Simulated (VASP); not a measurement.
# Au (Fm-3m) in VASP: a series of runs

Au is run at these levels: r2SCAN; tasks: single point.

Everything below comes from runs of VASP 6.6.1. Logs are shortened: lines on timing, memory, paths and dates and some standing lists are left out, and cuts for length are marked.

## 1. The cell of the first run

The structure is cubic, space group Fm-3m (No. 225). The conventional cell has a = 4.124 Å, b = 4.124 Å, c = 4.124 Å, α = 90.00°, β = 90.00°, γ = 90.00°. Within 3.8 Å of Au (site symmetry m-3m) lie 12 Au at 2.92 Å.

## 2. Single point, r2SCAN

POSCAR

```
Au
1.0
    0.0000000000      2.0620690893      2.0620690893
    2.0620690893      0.0000000000      2.0620690893
    2.0620690893      2.0620690893      0.0000000000
Au
1
Direct
    0.0000000000      0.0000000000      0.0000000000
```

INCAR.step1

```
SYSTEM = Au
PREC = Accurate ; ENCUT = 520
ISMEAR = 0 ; SIGMA = 0.1
LREAL = .False. ; LASPH = .True.
NELM = 60 ; NBANDS = 12
GGA = PE ; ALGO = Normal
EDIFF = 1E-4 ; LWAVE = .True.
LCHARG = .False.
```

INCAR.step2

```
SYSTEM = Au
PREC = Accurate ; ENCUT = 520
EDIFF = 1E-6 ; ISMEAR = 0
SIGMA = 0.1 ; LREAL = .False.
LASPH = .True. ; NELM = 60
ALGO = Normal ; ISIF = 2
LWAVE = .False. ; LCHARG = .True.
METAGGA = R2SCAN ; LMIXTAU = .True.
LELF = .True. ; LVHAR = .True.
NBANDS = 12 ; ISTART = 1
```

KPOINTS

```
Automatic mesh
0
Gamma
  18 18 18
  0 0 0
```

Potentials or basis: VASP PAW PBE potentials, release 64 (Au).

Started as:

```sh
cat potpaw_PBE.64/Au/POTCAR > POTCAR
cp INCAR.step1 INCAR
mpirun -np 1 vasp_std > vasp.out
cp INCAR.step2 INCAR
mpirun -np 1 vasp_std > vasp.out
```

OUTCAR:

```text
SYSTEM = Au
   PREC = Accurate
   ENCUT = 520
   EDIFF = 1E-6
   ISMEAR = 0
   LREAL = .False.
   LASPH = .True.
   NELM = 60
   ISIF = 2
   METAGGA = R2SCAN
   ISTART = 1

 ion  position               nearest neighbor table
   1  0.000  0.000  0.000-

  LATTYP: Found a face centered cubic cell.
 ALAT       =     4.1241381786

  Lattice vectors:

 A1 = (   0.0000000000,   2.0620690893,   2.0620690893)
 A2 = (   2.0620690893,   0.0000000000,   2.0620690893)
 A3 = (   2.0620690893,   2.0620690893,   0.0000000000)

Analysis of symmetry for initial positions (statically):
=====================================================================
 Subroutine PRICEL returns:
 Original cell was already a primitive cell.

 Routine SETGRP: Setting up the symmetry group for a
 face centered cubic supercell.

 Subroutine GETGRP returns: Found 48 space group operations
 (whereof 48 operations were pure point group operations)
 out of a pool of 48 trial point group operations.

The static configuration has the point symmetry O_h .

Analysis of symmetry for dynamics (positions and initial velocities):
=====================================================================
 Subroutine PRICEL returns:
 Original cell was already a primitive cell.

 Routine SETGRP: Setting up the symmetry group for a
 face centered cubic supercell.

 Subroutine GETGRP returns: Found 48 space group operations
 (whereof 48 operations were pure point group operations)
 out of a pool of 48 trial point group operations.

The dynamic configuration has the point symmetry O_h .

 Subroutine INISYM returns: Found 48 space group operations
 (whereof 48 operations are pure point group operations),
 and found     1 'primitive' translations

----------------------------------------------------------------------------------------

                                     Primitive cell

  volume of cell :      17.5364

  direct lattice vectors                    reciprocal lattice vectors
     0.000000000  2.062069089  2.062069089    -0.242474902  0.242474902  0.242474902
     2.062069089  0.000000000  2.062069089     0.242474902 -0.242474902  0.242474902
     2.062069089  2.062069089  0.000000000     0.242474902  0.242474902 -0.242474902

  length of vectors
     2.916206073  2.916206073  2.916206073     0.419978850  0.419978850  0.419978850

  position of ions in fractional coordinates (direct lattice)
     0.000000000  0.000000000  0.000000000

  ion indices of the primitive-cell ions
   primitive index   ion index
                 1           1

----------------------------------------------------------------------------------------

 KPOINTS: Automatic mesh

Automatic generation of k-mesh.
 Grid dimensions read from file:
 generate k-points for:   18   18   18

 Generating k-lattice:

  Cartesian coordinates                     Fractional coordinates (reciprocal lattice)
    -0.013470828  0.013470828  0.013470828     0.055555556  0.000000000  0.000000000
     0.013470828 -0.013470828  0.013470828     0.000000000  0.055555556  0.000000000
     0.013470828  0.013470828 -0.013470828     0.000000000  0.000000000  0.055555556

  Length of vectors
     0.023332158  0.023332158  0.023332158

  Shift w.r.t. Gamma in fractional coordinates (k-lattice)
     0.000000000  0.000000000  0.000000000

 Subroutine IBZKPT returns following result:
 ===========================================

 Found    195 irreducible k-points:

 Following reciprocal coordinates:
            Coordinates               Weight
  0.000000  0.000000  0.000000      1.000000
  0.055556  0.000000  0.000000      8.000000
  0.111111  0.000000  0.000000      8.000000
  0.166667  0.000000  0.000000      8.000000
  0.222222  0.000000  0.000000      8.000000
  0.277778  0.000000  0.000000      8.000000
[... 16 lines left out ...]
 -0.277778  0.055556  0.000000     24.000000
 -0.222222  0.055556  0.000000     24.000000
 [... further k-points ...]
   k-points           NKPTS =    195   k-points in BZ     NKDIM =    195   number of bands    NBANDS=     12
   number of dos      NEDOS =    301   number of ions     NIONS =      1
   total plane-waves  NPLWV =  13824
   dimension x,y,z NGX =    24 NGY =   24 NGZ =   24
   dimension x,y,z NGXF=    48 NGYF=   48 NGZF=   48
   ions per type =               1
   NGX,Y,Z   is equivalent  to a cutoff of  13.68, 13.68, 13.68 a.u.
   NGXF,Y,Z  is equivalent  to a cutoff of  27.36, 27.36, 27.36 a.u.
 SYSTEM =  Au
   PREC   = accura    normal or accurate (medium, high low for compatibility)
   ISTART =      1    job   : 0-new  1-cont  2-samecut
   ICHARG =      0    charge: 1-file 2-atom 10-const
   ISPIN  =      1    spin polarized calculation?
   LNONCOLLINEAR =      F non collinear calculations
   LSORBIT =      F    spin-orbit coupling
   LASPH  =      T    aspherical Exc in radial PAW
   ENCUT  =  520.0 eV  38.22 Ry    6.18 a.u.   5.42  5.42  5.42*2*pi/ulx,y,z
   NELM   =     60;   NELMIN=  2; NELMDL=  0     # of ELM steps
   EDIFF  = 0.1E-05   stopping-criterion for ELM
   LREAL  =      F    real-space projection
   EDIFFG = 0.1E-04   stopping-criterion for IOM
   NSW    =      0    number of steps for IOM
   IBRION =     -1    ionic relax: 0-MD 1-quasi-New 2-CG
   NFREE  =      0    steps in history (QN), initial steepest desc. (CG)
   ISIF   =      2    stress and relaxation
   ISYM   =      2    0-nonsym 1-usesym 2-fastsym
   POTIM  = 0.5000    time-step for ionic-motion
   TEBEG  =    0.0;   TEEND  =   0.0 temperature during run
   PSTRESS=    0.0 pullay stress
   NELECT =      11.0000    total number of electrons
   NUPDOWN=      -1.0000    fix difference up-down
   EMIN   =  10.00;   EMAX   =-10.00  energy-range for DOS
   EFERMI =   0.00;   METHOD = LEGACY
   ISMEAR =     0;   SIGMA  =   0.10  broadening in eV -4-tet -1-fermi 0-gaus
   EFERMI_NEDOS =   21; number of points for ismear=-14 and -15
   IALGO  =     38    algorithm
   IMIX   =      4    mixing-type and parameters
     AMIX     =   0.40;   BMIX     =  1.00
     AMIX_MAG =   1.60;   BMIX_MAG =  1.00
  volume/ion in A,a.u.               =      17.54       118.34
  Fermi-wavevector in a.u.,A,eV,Ry     =   1.401391  2.648244 26.720420  1.963895
  Thomas-Fermi vector in A             =   2.524257
   LORBIT       =      0    0 simple, 1 ext, 2 COOP (PROOUT), +10 PAW based schemes
   METAGGA = R2SCAN    functional components
   LHFCALC =     F    Hartree Fock is set to
   AEXX    =    0.0000 exact exchange contribution
   IVDW    =     0    specifies the selected vdW correction
   LEPSILON=     F    determine dielectric tensor
   LRPA    =     F    only Hartree local field effects (RPA)
 non-spin polarized calculation
 Gauss-broadening in eV      SIGMA  =   0.10
  energy-cutoff  :      520.00
  volume of cell :       17.54
 maximum number of plane-waves:       495
 NGX is ok and might be reduce to    24
   NGX = 11   NGY = 11   NGZ = 11

 number of electron      11.0000001 magnetization

 Free energy of the ion-electron system (eV)
  ---------------------------------------------------
  ext. energy  EPLUGINS =         0.00000000
  ---------------------------------------------------
  free energy    TOTEN  =       -50.59699218 eV

  energy without entropy =      -50.59583739  energy(sigma->0) =      -50.59641479

 E-fermi :   8.8188     XC(G=0): -13.4268

 val. band max:        8.7976242488   @ k =   0.5000   0.2778   0.1111
 cond. band min:       8.8580940988   @ k =   0.5000   0.1667   0.0556
 fundamental gap:      0.0604698499
 Fermi energy:         8.8188345341

 k-point     1 :       0.0000    0.0000    0.0000
  band No.  band energies     occupation
      1      -0.9241      2.00000
      2       4.0642      2.00000
      3       4.0642      2.00000
      4       4.0642      2.00000
      5       5.5208      2.00000
      6       5.5208      2.00000
      7      24.2114      0.00000
      8      28.1296      0.00000
      9      28.1296      0.00000
     10      28.1296      0.00000
     11      33.3094      0.00000
     12      37.4605      0.00000

 k-point     2 :       0.0556    0.0000    0.0000
  band No.  band energies     occupation
      1      -0.8150      2.00000
      2       4.0305      2.00000
      3       4.1011      2.00000
      4       4.1011      2.00000
      5       5.5046      2.00000
      6       5.5046      2.00000
      7      24.3314      0.00000
      8      27.3989      0.00000
      9      28.2495      0.00000
     10      28.2495      0.00000
     11      33.8794      0.00000
     12      36.1947      0.00000

 k-point     3 :       0.1111    0.0000    0.0000
  band No.  band energies     occupation
      1      -0.4965      2.00000
      2       3.9463      2.00000
      3       4.1975      2.00000
      4       4.1975      2.00000
      5       5.4724      2.00000
      6       5.4725      2.00000
      7      24.5679      0.00000
      8      25.8942      0.00000
      9      28.5843      0.00000
     10      28.5843      0.00000
     11      33.3687      0.00000
     12      35.5481      0.00000
[... 286 lines left out ...]
 k-point    23 :      -0.2778    0.0556    0.0000
  band No.  band energies     occupation
      1       1.3381      2.00000
      2       4.1594      2.00000
      3       4.3223      2.00000
      4       4.3636      2.00000
      5       5.7247      2.00000
      6       6.2530      2.00000
      7      18.5183      0.00000
      8      24.8566      0.00000
      9      27.2868      0.00000
     10      29.9149      0.00000
     11      31.2519      0.00000
     12      32.6732      0.00000

 k-point    24 :      -0.2222    0.0556    0.0000
  band No.  band energies     occupation
      1       0.8733      2.00000
      2       3.8456      2.00000
      3       4.3670      2.00000
      4       4.3970      2.00000
      5       5.4441      2.00000
      6       5.9171      2.00000
      7      20.8067      0.00000
      8      25.2213      0.00000
      9      27.9157      0.00000
     10      30.4772      0.00000
     11      30.8235      0.00000
     12      32.4357      0.00000

 [... further k-points ...]
[... 5 lines left out ...]
  --------------------------------------------------------------------------------------
  -------------------------------------------------------------------------------------
  Total        0.0303100      0.0303100      0.0303100      0.0000000      0.0000000      0.0000000
  in kB        2.7692169      2.7692169      2.7692169      0.0000000      0.0000000      0.0000000
  external PRESSURE =       2.7692169 kB  Pullay stress =       0.0000000 kB

 VOLUME and BASIS-vectors are now :
 -----------------------------------------------------------------------------
  energy-cutoff  :      520.00
  volume of cell :       17.54
      direct lattice vectors                 reciprocal lattice vectors
     0.000000000  2.062069089  2.062069089    -0.242474902  0.242474902  0.242474902
     2.062069089  0.000000000  2.062069089     0.242474902 -0.242474902  0.242474902
     2.062069089  2.062069089  0.000000000     0.242474902  0.242474902 -0.242474902

 POSITION                                       TOTAL-FORCE (eV/Angst)
 -----------------------------------------------------------------------------------
      0.00000      0.00000      0.00000        -0.000000      0.000000     -0.000000
 -----------------------------------------------------------------------------------
    total drift:                               -0.000000      0.000000      0.000000

  FREE ENERGIE OF THE ION-ELECTRON SYSTEM (eV)
  ---------------------------------------------------
  free  energy   TOTEN  =       -50.5969921819 eV

  energy  without entropy=      -50.5958373888  energy(sigma->0) =      -50.59641479
```

Wall time 72 s (1 thread of Intel Xeon Platinum 8375C at 2.90GHz (Ice Lake), shared host); peak memory 0.17 GiB.

Results:

* Free energy: -50.5970 eV
* Pressure: 0.3 GPa

Caveat: the PAW data sets were made with another functional, which shifts forces and pressure a little; spin-orbit coupling is left out, which moves the levels of the heavy elements.

## 3. Single point, r2SCAN

POSCAR is that of step 2.

INCAR.step1

```
  PREC = Accurate
  ENCUT = 520
  ISMEAR = 0
  SIGMA = 0.15
  LREAL = False
  LASPH = True
  NELM = 60
  NBANDS = 12
  GGA = PE
  ALGO = Normal
  EDIFF = 1E-4
  LWAVE = True
  LCHARG = False
```

INCAR.step2

```
  PREC = Accurate
  ENCUT = 520
  EDIFF = 1E-7
  ISMEAR = 0
  SIGMA = 0.15
  LREAL = False
  LASPH = True
  NELM = 60
  ALGO = Normal
  ISIF = 2
  LWAVE = False
  LCHARG = False
  METAGGA = R2SCAN
  LMIXTAU = True
  NBANDS = 12
  ISTART = 1
```

KPOINTS

```
regular mesh
0
Gamma
  24 24 24
```

Potentials or basis: VASP PAW PBE potentials, release 64 (Au).

Started as:

```sh
cat potpaw_PBE.64/Au/POTCAR > POTCAR
cp INCAR.step1 INCAR
mpirun -np 1 vasp_std > vasp.out
cp INCAR.step2 INCAR
mpirun -np 1 vasp_std > vasp.out
```

Run time: 3.4 min. Hardware: 1 thread of Intel Xeon Platinum 8259CL at 2.50GHz (Skylake/Cascade Lake), shared host; peak memory 0.21 GiB.

The run converged. Its results:

* Free energy: -50.5976 eV
* Pressure: 0.3 GPa

Levels at points of the mesh, in eV from the Fermi level:
```csv
k point,band 4,band 5,band 6,band 7,band 8,band 9
"(0.00, 0.00, 0.00)",-4.81,-3.36,-3.36,15.33,19.25,19.25
"(0.50, 0.00, 0.00)",-2.17,-2.17,-0.68,3.00,14.81,17.68
"(0.50, 0.50, 0.00)",-1.84,-1.84,1.25,5.75,10.42,10.42
```

Caveat: the PAW data sets were made with another functional, which shifts forces and pressure a little; spin-orbit coupling is left out, which moves the levels of the heavy elements.

## 4. Single point, r2SCAN

This run uses another cell than the first one, of 17.12 Å³/atom, 0.976 times its volume.

POSCAR

```
Au
1.0
    0.0000000000      2.0455000000      2.0455000000
    2.0455000000      0.0000000000      2.0455000000
    2.0455000000      2.0455000000      0.0000000000
Au
1
Direct
    0.0000000000      0.0000000000      0.0000000000
```

INCAR.step1

```
SYSTEM = Au
  ALGO = Normal
  EDIFF = 1E-5
  ENCUT = 550
  GGA = PE
  GGA_COMPAT = .False.
  ISMEAR = 0
  LASPH = .True.
  LCHARG = .False.
  LREAL = .False.
  LWAVE = .True.
  NBANDS = 12
  NELM = 120
  PREC = Accurate
  SIGMA = 0.1
```

INCAR.step2

```
SYSTEM = Au
  ALGO = Normal
  EDIFF = 1E-6
  ENCUT = 550
  GGA_COMPAT = .False.
  ISIF = 2
  ISMEAR = 0
  ISTART = 1
  LASPH = .True.
  LCHARG = .False.
  LMIXTAU = .True.
  LREAL = .False.
  LWAVE = .False.
  METAGGA = R2SCAN
  NBANDS = 12
  NELM = 120
  PREC = Accurate
  SIGMA = 0.1
```

KPOINTS

```
k-points
0
Gamma
  8 8 8
  0 0 0
```

Started as:

```sh
cat potpaw_PBE.64/Au/POTCAR > POTCAR
cp INCAR.step1 INCAR
mpirun -np 1 vasp_std > vasp.out
cp INCAR.step2 INCAR
mpirun -np 1 vasp_std > vasp.out
```

Run time: 24 s. Hardware: 1 thread of Intel Xeon Platinum 8488C (Sapphire Rapids), shared host; peak memory 0.14 GiB.

Results (log left out):

```
Free energy : -50.5511 eV
Pressure    : 5.3 GPa
```

Levels at points of the mesh, in eV from the Fermi level:
| k point | band 4 | band 5 | band 6 | band 7 | band 8 | band 9 |
| --- | --- | --- | --- | --- | --- | --- |
| (0.00, 0.00, 0.00) | -4.84 | -3.31 | -3.31 | 15.42 | 19.48 | 19.48 |
| (0.50, 0.00, 0.00) | -2.07 | -2.07 | -0.70 | 3.24 | 14.90 | 17.98 |
| (0.50, 0.50, 0.00) | -1.73 | -1.73 | 1.29 | 6.06 | 10.60 | 10.60 |

Caveat: the PAW data sets were made with another functional, which shifts forces and pressure a little; spin-orbit coupling is left out, which moves the levels of the heavy elements.

## 5. Summary

```tsv
cell	k mesh	cutoff (eV)	smearing	gap on the mesh (eV)	pressure (GPa)
a = 2.916 Å, angles 60.0°, 1 atom	18 × 18 × 18	520	gaussian 0.1 eV	none	0.3
a = 2.916 Å, angles 60.0°, 1 atom	24 × 24 × 24	520	gaussian 0.15 eV	none	0.3
a = 2.893 Å, angles 60.0°, 1 atom	8 × 8 × 8	550	gaussian 0.1 eV	none	5.3
```

Alike in all rows: task single point; level r2SCAN; potentials or basis VASP PAW PBE potentials, release 64 (Au); no spin polarisation.

Caveats: the PAW data sets were made with another functional, which shifts forces and pressure a little; spin-orbit coupling is left out, which moves the levels of the heavy elements.

Absolute energies hang on the potentials; compare differences alone.
